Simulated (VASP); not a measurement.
# Mo (Im-3m) in VASP: notebook, part 2 of 2

VASP 6.6.1. Earlier steps stand in the parts before.

### Step 6. Single point, PBE

The input, INCAR:

```
ALGO = Normal ; EDIFF = 1E-7
ENCUT = 520 ; GGA = PE
ISIF = 2 ; ISMEAR = -1
LASPH = T ; LCHARG = F
LREAL = F ; LWAVE = F
NBANDS = 13 ; NELM = 80
PREC = Accurate ; SIGMA = 0.1
```

The input, KPOINTS:

```
k-points
0
Gamma
  5 5 5
```

The input, POSCAR:

```
Mo
1.0
   -1.5813793950      1.5813793950      1.5813793950
    1.5813793950     -1.5813793950      1.5813793950
    1.5813793950      1.5813793950     -1.5813793950
Mo
1
Direct
    0.0000000000      0.0000000000      0.0000000000
```

Potentials or basis: VASP PAW PBE potentials, release 64 (Mo_sv).

Started as:

```sh
> cat potpaw_PBE.64/Mo_sv/POTCAR > POTCAR
> mpirun -np 1 vasp_std > vasp.out
```

OUTCAR:

```text
EDIFF = 1E-7
   ENCUT = 520
   GGA = PE
   ISIF = 2
   ISMEAR = -1
   LASPH = T
   LREAL = F
   NELM = 80
   PREC = Accurate

 ion  position               nearest neighbor table
   1  0.000  0.000  0.000-

  LATTYP: Found a body centered cubic cell.
 ALAT       =     3.1627587900

  Lattice vectors:

 A1 = (  -1.5813793950,   1.5813793950,   1.5813793950)
 A2 = (   1.5813793950,  -1.5813793950,   1.5813793950)
 A3 = (   1.5813793950,   1.5813793950,  -1.5813793950)

Analysis of symmetry for initial positions (statically):
=====================================================================
 Subroutine PRICEL returns:
 Original cell was already a primitive cell.

 Routine SETGRP: Setting up the symmetry group for a
 body centered cubic supercell.

 Subroutine GETGRP returns: Found 48 space group operations
 (whereof 48 operations were pure point group operations)
 out of a pool of 48 trial point group operations.

The static configuration has the point symmetry O_h .

Analysis of symmetry for dynamics (positions and initial velocities):
=====================================================================
 Subroutine PRICEL returns:
 Original cell was already a primitive cell.

 Routine SETGRP: Setting up the symmetry group for a
 body centered cubic supercell.

 Subroutine GETGRP returns: Found 48 space group operations
 (whereof 48 operations were pure point group operations)
 out of a pool of 48 trial point group operations.

The dynamic configuration has the point symmetry O_h .

 Subroutine INISYM returns: Found 48 space group operations
 (whereof 48 operations are pure point group operations),
 and found     1 'primitive' translations

----------------------------------------------------------------------------------------

                                     Primitive cell
[... 97 lines left out ...]
  Thomas-Fermi vector in A             =   2.673322
   LORBIT       =      0    0 simple, 1 ext, 2 COOP (PROOUT), +10 PAW based schemes
   GGA     = PE    functional components
   LHFCALC =     F    Hartree Fock is set to
   AEXX    =    0.0000 exact exchange contribution
   IVDW    =     0    specifies the selected vdW correction
   LEPSILON=     F    determine dielectric tensor
   LRPA    =     F    only Hartree local field effects (RPA)
 non-spin polarized calculation
  energy-cutoff  :      520.00
  volume of cell :       15.82
 maximum number of plane-waves:       432
   NGX = 11   NGY = 11   NGZ = 11

 number of electron      14.0000004 magnetization

 Free energy of the ion-electron system (eV)
  ---------------------------------------------------
  ext. energy  EPLUGINS =         0.00000000
  ---------------------------------------------------
  free energy    TOTEN  =       -10.98977707 eV

  energy without entropy =      -10.94903493  energy(sigma->0) =      -10.96940600

 E-fermi :  12.5356     XC(G=0): -13.3117

 val. band max:       11.4601143307   @ k =   0.4000   0.2000   0.0000
 cond. band min:      12.5654315318   @ k =  -0.2000   0.2000   0.2000
 fundamental gap:      1.1053172011
 Fermi energy:        12.5355607804

 k-point     1 :       0.0000    0.0000    0.0000
  band No.  band energies     occupation
      1     -48.8016      2.00000
      2     -22.0993      2.00000
      3     -22.0993      2.00000
      4     -22.0993      2.00000
      5       5.2078      2.00000
      6      11.1043      2.00000
      7      11.1043      2.00000
      8      11.1043      2.00000
      9      14.0837      0.00000
     10      14.0837      0.00000
     11      27.2125      0.00000
     12      27.2125      0.00000
     13      27.2125      0.00000
[... 130 lines left out ...]
  band No.  band energies     occupation
      1     -48.4053      2.00000
      2     -23.0321      2.00000
      3     -22.9417      2.00000
      4     -22.9417      2.00000
      5       7.5332      2.00000
      6       7.7679      2.00000
      7      14.6175      0.00000
      8      14.6175      0.00000
      9      15.6767      0.00000
     10      19.4086      0.00000
     11      24.0926      0.00000
     12      24.0926      0.00000
     13      30.7801      0.00000

------------------------ aborting loop because EDIFF is reached ----------------------------------------

  FORCE on cell =-STRESS in cart. coord.  units (eV):
  Direction    XX          YY          ZZ          XY          YZ          ZX
  --------------------------------------------------------------------------------------
  -------------------------------------------------------------------------------------
  Total       -0.2038943     -0.2038943     -0.2038943      0.0000000     -0.0000000     -0.0000000
  in kB      -20.6512996    -20.6512996    -20.6512996      0.0000000     -0.0000000     -0.0000000
  external PRESSURE =     -20.6512996 kB  Pullay stress =       0.0000000 kB

 VOLUME and BASIS-vectors are now :
 -----------------------------------------------------------------------------
  energy-cutoff  :      520.00
  volume of cell :       15.82
      direct lattice vectors                 reciprocal lattice vectors
    -1.581379395  1.581379395  1.581379395     0.000000000  0.316179660  0.316179660
     1.581379395 -1.581379395  1.581379395     0.316179660  0.000000000  0.316179660
     1.581379395  1.581379395 -1.581379395     0.316179660  0.316179660  0.000000000

 POSITION                                       TOTAL-FORCE (eV/Angst)
 -----------------------------------------------------------------------------------
      0.00000      0.00000      0.00000         0.000000     -0.000000     -0.000000
 -----------------------------------------------------------------------------------
    total drift:                                0.000000     -0.000000      0.000000

  FREE ENERGIE OF THE ION-ELECTRON SYSTEM (eV)
  ---------------------------------------------------
  free  energy   TOTEN  =       -10.9897770749 eV

  energy  without entropy=      -10.9490349336  energy(sigma->0) =      -10.96940600
```

OSZICAR:

```text
N       E                     dE             d eps       ncg     rms          rms(c)
DAV:   1     0.912675688563E+02    0.91268E+02   -0.82033E+03   268   0.112E+03
DAV:   2    -0.103791976586E+02   -0.10165E+03   -0.98173E+02   305   0.305E+02
DAV:   3    -0.116406325022E+02   -0.12614E+01   -0.12583E+01   275   0.338E+01
DAV:   4    -0.116433228384E+02   -0.26903E-02   -0.26903E-02   295   0.195E+00
DAV:   5    -0.116433405804E+02   -0.17742E-04   -0.17743E-04   285   0.139E-01    0.143E+01
DAV:   6    -0.110536868503E+02    0.58965E+00   -0.75833E-01   270   0.106E+01    0.371E+00
DAV:   7    -0.109924079519E+02    0.61279E-01   -0.11004E-01   280   0.384E+00    0.878E-01
DAV:   8    -0.109897004885E+02    0.27075E-02   -0.39575E-03   265   0.804E-01    0.130E-01
DAV:   9    -0.109897738618E+02   -0.73373E-04   -0.72913E-05   290   0.107E-01    0.652E-02
DAV:  10    -0.109897769948E+02   -0.31330E-05   -0.11814E-05   265   0.412E-02    0.174E-03
DAV:  11    -0.109897770749E+02   -0.80127E-07   -0.96765E-08   208   0.360E-03
   1 F= -.10989777E+02 E0= -.10969406E+02  d E =-.407421E-01
```

Run time: 4.2 s. Hardware: 1 thread of Intel Xeon 8259CL, shared host; peak memory 0.12 GiB.

Results:

| Property | Result |
| --- | --- |
| Free energy | -10.9898 eV |
| Pressure | -2.1 GPa |
| Band gap on the k mesh | zero (band 7 reaches 14.62 eV, above the bottom of band 8 at 11.10 eV) |

Levels at points of the mesh, in eV from the Fermi level:
```tsv
k point	band 4	band 5	band 6	band 7	band 8	band 9	band 10	band 11
(0.00, 0.00, 0.00)	-34.63	-7.33	-1.43	-1.43	-1.43	1.55	1.55	14.68
```

Caveat: the k points lie up to 0.56 Å⁻¹ apart.

### Step 7. The runs side by side

| k mesh | gap on the mesh (eV) | pressure (GPa) |
| --- | --- | --- |
| 20 × 20 × 20 | none | 0.1 |
| 23 × 23 × 23 | none | 0.1 |
| 2 × 2 × 2 | none | 10.1 |
| 4 × 4 × 4 | none | 0.6 |
| 5 × 5 × 5 | none | -2.1 |

Alike in all rows: task single point; level PBE; potentials or basis VASP PAW PBE potentials, release 64 (Mo_sv); no spin polarisation; cell as given; cutoff (eV) 520; smearing fermi-dirac 0.1 eV.

Caveats: some runs use coarse meshes.

Total energies depend on the potentials used, so only differences within one code and one set of settings carry meaning.
